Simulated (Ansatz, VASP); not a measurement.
Mo in VASP and in Ansatz

```xyz
1
Lattice="2.6534 0.0000 0.0000 -1.3267 2.2980 0.0000 0.0000 0.0000 2.4785" Properties=species:S:1:pos:R:3 pbc="T T T"
Mo    0.0000    0.0000    1.2393
```

Change from the starting cell: strain -0.030 along x and y, -0.030 along z, atoms carried along.

Alike in both runs: task single point; functional LDA; k mesh 18 × 18 × 18; occupations gaussian, width 0.15 eV; no spin polarisation.

|  | VASP | Ansatz |
| --- | --- | --- |
| version | VASP 6.6.1 | Ansatz 0.2.0 |
| potentials or method | VASP PAW LDA potentials, release 64 (Mo_sv), cutoff 520 eV | scalar-relativistic, plane waves, PAW |
| valence electrons in the cell | 14 | 14 |

```tsv
	VASP	Ansatz	Ansatz less VASP
gap on the k mesh at the Fermi level (eV)	none	none	-
pressure (GPa)	15.9	14.6	-1.28
traceless stress, the component that is largest in VASP (GPa)	-6.47	-6.63	-0.158
```

LDA's correlation is that of Perdew and Zunger in VASP and of Perdew and Wang (1992) in Ansatz. A gap of «none» marks a metal or a gap that the smearing closes.
